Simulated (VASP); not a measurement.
# AlN (Cm) in VASP: single point with PBE

Aim: the single point of AlN with PBE.

Everything below comes from runs of VASP 6.6.1. Logs are shortened: lines on timing, memory, paths and dates and some standing lists are left out, and cuts for length are marked.

### 1 The cell of the first run

It takes space group Cm (No. 8, monoclinic). The conventional cell has a = 11.407 Å, b = 3.130 Å, c = 5.422 Å, α = 90.00°, β = 118.38°, γ = 90.00°. Within 2.6 Å of Al (site symmetry m) lie 4 N at 1.94 to 1.98 Å. Al (site symmetry m) has 4 N at 1.83 to 1.87 Å within 2.4 Å. Al (site symmetry m) has 4 N at 1.89 to 1.92 Å within 2.5 Å. Within 2.5 Å of Al (site symmetry m) lie 4 N at 1.89 to 1.92 Å. N (site symmetry m) has 4 Al at 1.89 to 1.95 Å within 2.5 Å. Within 2.5 Å of N (site symmetry m) lie 4 Al at 1.87 to 1.92 Å. Within 2.5 Å of N (site symmetry m) lie 4 Al at 1.87 to 1.98 Å. N (site symmetry m) has 4 Al at 1.83 to 1.94 Å within 2.4 Å.

### 2 Single point, PBE (atoms displaced along a vibrational mode)

INCAR reads:

```
SYSTEM = AlN
ALGO     = Normal         ! electronic algorithm
EDIFF    = 1E-6           ! SCF threshold, eV
ENCUT    = 520            ! plane-wave cutoff, eV
GGA      = PE             ! functional
ISIF     = 2              ! what is computed and relaxed
ISMEAR   = 0              ! smearing method
LASPH    = .TRUE.         ! aspherical terms in the spheres
LCHARG   = .TRUE.         ! write CHGCAR
LELF     = .TRUE.         ! ELF
LREAL    = .FALSE.        ! projectors in reciprocal space
LVHAR    = .TRUE.       
LWAVE    = .FALSE.        ! write WAVECAR
NBANDS   = 26             ! bands
NELM     = 60             ! most SCF steps
PREC     = Accurate       ! precision mode
SIGMA    = 0.05           ! smearing width, eV
```

KPOINTS reads:

```
k-points
0
G
  8 8 8
  0 0 0
```

POSCAR reads:

```
AlN
1.0
   -3.1302395627      0.0000000000      0.0000000000
    0.0000000000      5.4217339625      0.0000000000
    1.5651197814     -2.7108669813     -5.0179796546
Al N
4 4
Direct
    0.9992490200      0.3312783058      0.9984980400
    0.4990222625      0.8336596434      0.9980445250
    0.2495062442      0.9161526132      0.4990124885
    0.7487650383      0.4154520026      0.4975300765
    0.8045217510      0.1382348543      0.6090435021
    0.3122069665      0.6451605299      0.6244139329
    0.0583643587      0.7388642383      0.1167287175
    0.5583643588      0.2111978125      0.1167287175
```

Potentials or basis: VASP PAW PBE potentials, release 64 (Al, N).

Started as:

```sh
$ cat potpaw_PBE.64/Al/POTCAR potpaw_PBE.64/N/POTCAR > POTCAR
$ mpirun -np 1 vasp_std > vasp.out
```

OUTCAR:

```text
SYSTEM = AlN
   EDIFF = 1E-6
   ENCUT = 520
   GGA = PE
   ISIF = 2
   ISMEAR = 0
   LASPH = .TRUE.
   LREAL = .FALSE.
   NELM = 60
   PREC = Accurate

 ion  position               nearest neighbor table
   1  0.999  0.331  0.998-   8 1.94   8 1.94   5 1.95   7 1.98   4 3.09   4 3.09   3 3.09   3 3.09
                             3 3.10   4 3.10   2 3.12   2 3.12   2 3.14   2 3.14
   2  0.499  0.834  0.998-   8 1.83   7 1.87   7 1.87   6 1.87   3 3.08   4 3.09   4 3.10   4 3.10
                             3 3.10   3 3.10   1 3.12   1 3.12   1 3.14   1 3.14
   3  0.250  0.916  0.499-   5 1.89   5 1.89   6 1.92   7 1.92   2 3.08   1 3.09   1 3.09   2 3.10
                             2 3.10   1 3.10   4 3.13   4 3.13   4 3.13   4 3.13
   4  0.749  0.415  0.498-   5 1.89   8 1.91   6 1.92   6 1.92   2 3.09   1 3.09   1 3.09   2 3.10
                             2 3.10   1 3.10   3 3.13   3 3.13   3 3.13   3 3.13
   5  0.805  0.138  0.609-   4 1.89   3 1.89   3 1.89   1 1.95
   6  0.312  0.645  0.624-   2 1.87   4 1.92   4 1.92   3 1.92
   7  0.058  0.739  0.117-   2 1.87   2 1.87   3 1.92   1 1.98
   8  0.558  0.211  0.117-   2 1.83   4 1.91   1 1.94   1 1.94

  LATTYP: Found a body centered orthorhombic cell.
 ALAT       =     3.1302395627
 B/A-ratio  =     1.7320508076
 C/A-ratio  =     3.2061313865

  Lattice vectors:

 A1 = (  -1.5651197814,   2.7108669813,   5.0179796546)
 A2 = (   1.5651197813,  -2.7108669812,   5.0179796546)
 A3 = (   1.5651197814,   2.7108669812,  -5.0179796546)

Analysis of symmetry for initial positions (statically):
=====================================================================
 Subroutine PRICEL returns:
 Original cell was already a primitive cell.

 Routine SETGRP: Setting up the symmetry group for a
 body centered orthorhombic supercell.

 Subroutine GETGRP returns: Found  2 space group operations
 (whereof  2 operations were pure point group operations)
 out of a pool of  8 trial point group operations.

The static configuration has the point symmetry C_1h.

Analysis of symmetry for dynamics (positions and initial velocities):
=====================================================================
 Subroutine PRICEL returns:
 Original cell was already a primitive cell.

 Routine SETGRP: Setting up the symmetry group for a
 body centered orthorhombic supercell.

 Subroutine GETGRP returns: Found  2 space group operations
 (whereof  2 operations were pure point group operations)
 out of a pool of  8 trial point group operations.

The dynamic configuration has the point symmetry C_1h.

 Subroutine INISYM returns: Found  2 space group operations
 (whereof  2 operations are pure point group operations),
 and found     1 'primitive' translations

----------------------------------------------------------------------------------------

                                     Primitive cell

  volume of cell :      85.1618

  direct lattice vectors                    reciprocal lattice vectors
    -3.130239563  0.000000000  0.000000000    -0.319464367  0.000000000 -0.099641695
     0.000000000  5.421733963  0.000000000     0.000000000  0.184442838 -0.099641695
     1.565119781 -2.710866981 -5.017979655     0.000000000  0.000000000 -0.199283391

  length of vectors
     3.130239563  5.421733963  5.914264074     0.334643017  0.209636896  0.199283391

  position of ions in fractional coordinates (direct lattice)
     0.999249020  0.331278306  0.998498040
     0.499022262  0.833659643  0.998044525
     0.249506244  0.916152613  0.499012489
     0.748765038  0.415452003  0.497530076
     0.804521751  0.138234854  0.609043502
     0.312206966  0.645160530  0.624413933
     0.058364359  0.738864238  0.116728718
     0.558364359  0.211197812  0.116728718

  ion indices of the primitive-cell ions
   primitive index   ion index
                 1           1
                 2           2
                 3           3
                 4           4
                 5           5
                 6           6
                 7           7
                 8           8

----------------------------------------------------------------------------------------

 KPOINTS: k-points

Automatic generation of k-mesh.
 Grid dimensions read from file:
 generate k-points for:    8    8    8

 Generating k-lattice:

  Cartesian coordinates                     Fractional coordinates (reciprocal lattice)
    -0.039933046  0.000000000 -0.012455212     0.125000000  0.000000000  0.000000000
     0.000000000  0.023055355 -0.012455212     0.000000000  0.125000000  0.000000000
     0.000000000  0.000000000 -0.024910424     0.000000000  0.000000000  0.125000000

  Length of vectors
     0.041830377  0.026204612  0.024910424

  Shift w.r.t. Gamma in fractional coordinates (k-lattice)
     0.000000000  0.000000000  0.000000000

 Subroutine IBZKPT returns following result:
 ===========================================

 Found    150 irreducible k-points:

 Following reciprocal coordinates:
            Coordinates               Weight
  0.000000  0.000000  0.000000      1.000000
  0.125000  0.000000 -0.000000      4.000000
  0.250000  0.000000 -0.000000      4.000000
  0.375000  0.000000  0.000000      4.000000
  0.500000  0.000000 -0.000000      2.000000
  0.000000  0.125000 -0.000000      2.000000
[... 16 lines left out ...]
  0.125000  0.250000 -0.000000      4.000000
 -0.125000  0.250000 -0.250000      4.000000
 [... further k-points ...]
   k-points           NKPTS =    150   k-points in BZ     NKDIM =    150   number of bands    NBANDS=     26
   number of dos      NEDOS =    301   number of ions     NIONS =      8
   total plane-waves  NPLWV =  46080
   dimension x,y,z NGX =    24 NGY =   40 NGZ =   48
   dimension x,y,z NGXF=    48 NGYF=   80 NGZF=   96
   ions per type =               4   4
   NGX,Y,Z   is equivalent  to a cutoff of  12.75, 12.27, 13.49 a.u.
   NGXF,Y,Z  is equivalent  to a cutoff of  25.49, 24.53, 26.98 a.u.
 SYSTEM =  AlN
   PREC   = accura    normal or accurate (medium, high low for compatibility)
   ISTART =      0    job   : 0-new  1-cont  2-samecut
   ICHARG =      2    charge: 1-file 2-atom 10-const
   ISPIN  =      1    spin polarized calculation?
   LNONCOLLINEAR =      F non collinear calculations
   LSORBIT =      F    spin-orbit coupling
   LASPH  =      T    aspherical Exc in radial PAW
   ENCUT  =  520.0 eV  38.22 Ry    6.18 a.u.   5.82 10.08 11.00*2*pi/ulx,y,z
   NELM   =     60;   NELMIN=  2; NELMDL= -5     # of ELM steps
   EDIFF  = 0.1E-05   stopping-criterion for ELM
   LREAL  =      F    real-space projection
   EDIFFG = 0.1E-04   stopping-criterion for IOM
   NSW    =      0    number of steps for IOM
   IBRION =     -1    ionic relax: 0-MD 1-quasi-New 2-CG
   NFREE  =      0    steps in history (QN), initial steepest desc. (CG)
   ISIF   =      2    stress and relaxation
   ISYM   =      2    0-nonsym 1-usesym 2-fastsym
   POTIM  = 0.5000    time-step for ionic-motion
   TEBEG  =    0.0;   TEEND  =   0.0 temperature during run
   PSTRESS=    0.0 pullay stress
   NELECT =      32.0000    total number of electrons
   NUPDOWN=      -1.0000    fix difference up-down
   EMIN   =  10.00;   EMAX   =-10.00  energy-range for DOS
   EFERMI =   0.00;   METHOD = LEGACY
   ISMEAR =     0;   SIGMA  =   0.05  broadening in eV -4-tet -1-fermi 0-gaus
   EFERMI_NEDOS =   21; number of points for ismear=-14 and -15
   IALGO  =     38    algorithm
   IMIX   =      4    mixing-type and parameters
     AMIX     =   0.40;   BMIX     =  1.00
     AMIX_MAG =   1.60;   BMIX_MAG =  1.00
  volume/ion in A,a.u.               =      10.65        71.84
  Fermi-wavevector in a.u.,A,eV,Ry     =   1.181345  2.232418 18.987951  1.395575
  Thomas-Fermi vector in A             =   2.317620
   LORBIT       =      0    0 simple, 1 ext, 2 COOP (PROOUT), +10 PAW based schemes
   GGA     = PE    functional components
   LHFCALC =     F    Hartree Fock is set to
   AEXX    =    0.0000 exact exchange contribution
   IVDW    =     0    specifies the selected vdW correction
   LEPSILON=     F    determine dielectric tensor
   LRPA    =     F    only Hartree local field effects (RPA)
 non-spin polarized calculation
 Gauss-broadening in eV      SIGMA  =   0.05
  energy-cutoff  :      520.00
  volume of cell :       85.16
 maximum number of plane-waves:      2322
   NGX = 11   NGY = 21   NGZ = 21

 number of electron      32.0000000 magnetization

 Free energy of the ion-electron system (eV)
  ---------------------------------------------------
  ext. energy  EPLUGINS =         0.00000000
  ---------------------------------------------------
  free energy    TOTEN  =       -59.37320825 eV

  energy without entropy =      -59.37320825  energy(sigma->0) =      -59.37320825

 E-fermi :   6.2582     XC(G=0): -10.8279

 val. band max:        5.9756875636   @ k =   0.0000   0.0000   0.0000
 cond. band min:       9.9679541502   @ k =   0.0000   0.0000   0.0000
 fundamental gap:      3.9922665867
 Fermi energy:         6.2581784668

 k-point     1 :       0.0000    0.0000    0.0000
  band No.  band energies     occupation
      1      -9.1093      2.00000
      2      -7.0403      2.00000
      3      -6.8303      2.00000
      4      -6.7916      2.00000
      5       0.0506      2.00000
      6       0.4389      2.00000
[... 18 lines left out ...]
     25      16.9397      0.00000
     26      17.4951      0.00000

 k-point     2 :       0.1250    0.0000   -0.0000
  band No.  band energies     occupation
      1      -8.9495      2.00000
      2      -6.9862      2.00000
      3      -6.8237      2.00000
      4      -6.6958      2.00000
      5       0.2720      2.00000
      6       0.5223      2.00000
[... 18 lines left out ...]
     25      16.5555      0.00000
[... 608 lines left out ...]
     25      16.4673      0.00000
     26      17.2772      0.00000

 k-point    24 :      -0.1250    0.2500   -0.2500
  band No.  band energies     occupation
      1      -8.6532      2.00000
      2      -7.3197      2.00000
      3      -7.0591      2.00000
      4      -6.6901      2.00000
      5       0.7946      2.00000
      6       0.9068      2.00000
[... 18 lines left out ...]
     25      16.5421      0.00000
     26      17.2025      0.00000

 [... further k-points ...]

------------------------ aborting loop because EDIFF is reached ----------------------------------------

  FORCE on cell =-STRESS in cart. coord.  units (eV):
  Direction    XX          YY          ZZ          XY          YZ          ZX
  --------------------------------------------------------------------------------------
  -------------------------------------------------------------------------------------
  Total        0.0936830      0.3115162      0.1244613      0.0000000     -0.1980054     -0.0000000
  in kB        1.7624909      5.8606604      2.3415329      0.0000000     -3.7251421     -0.0000000
  external PRESSURE =       3.3215614 kB  Pullay stress =       0.0000000 kB

 VOLUME and BASIS-vectors are now :
 -----------------------------------------------------------------------------
  energy-cutoff  :      520.00
  volume of cell :       85.16
      direct lattice vectors                 reciprocal lattice vectors
    -3.130239563  0.000000000  0.000000000    -0.319464367  0.000000000 -0.099641695
     0.000000000  5.421733963  0.000000000     0.000000000  0.184442838 -0.099641695
     1.565119781 -2.710866981 -5.017979655     0.000000000  0.000000000 -0.199283391

 POSITION                                       TOTAL-FORCE (eV/Angst)
 -----------------------------------------------------------------------------------
     -1.56512     -0.91069     -5.01044        -0.000000      0.203314      0.090877
      0.00000      1.81431     -5.00817         0.000000     -0.534142     -0.007764
      0.00000      3.61438     -2.50403        -0.000000      0.008783      0.188071
     -1.56512      0.90373     -2.49660         0.000000     -0.004597     -0.175936
     -1.56512     -0.90156     -3.05617         0.000000     -0.064532     -0.944794
     -0.00000      1.80519     -3.13330        -0.000000      0.043592      1.051221
      0.00000      3.68949     -0.58574         0.000000     -1.780766     -0.089165
     -1.56512      0.82862     -0.58574         0.000000      2.128347     -0.112510
 -----------------------------------------------------------------------------------
    total drift:                               -0.000021      0.000113      0.001255

  FREE ENERGIE OF THE ION-ELECTRON SYSTEM (eV)
  ---------------------------------------------------
  free  energy   TOTEN  =       -59.3732082522 eV

  energy  without entropy=      -59.3732082522  energy(sigma->0) =      -59.37320825
```

It took 2.1 min on 1 thread of AMD EPYC 9R45 (Zen 5), shared host; peak memory 0.34 GiB.

Results:

```yaml
Free_energy: -59.3732 eV
Pressure: 0.3 GPa
Largest_force: 2.131 eV/Å
Band_gap_on_the_k_mesh: 3.99 eV
```

Forces in eV/Å, atoms in the order of the input:
```
Al   0.000  0.203  0.091
Al   0.000 -0.534 -0.008
Al   0.000  0.009  0.188
Al   0.000 -0.005 -0.176
N    0.000 -0.065 -0.945
N    0.000  0.044  1.051
N    0.000 -1.781 -0.089
N    0.000  2.128 -0.113
```

Caveat: the cell differs from its parent crystal (atoms displaced along a vibrational mode); forces of over 1 eV/Å act on the atoms, so gaps and moduli don't describe the material at rest. A k mesh can miss the band edges.
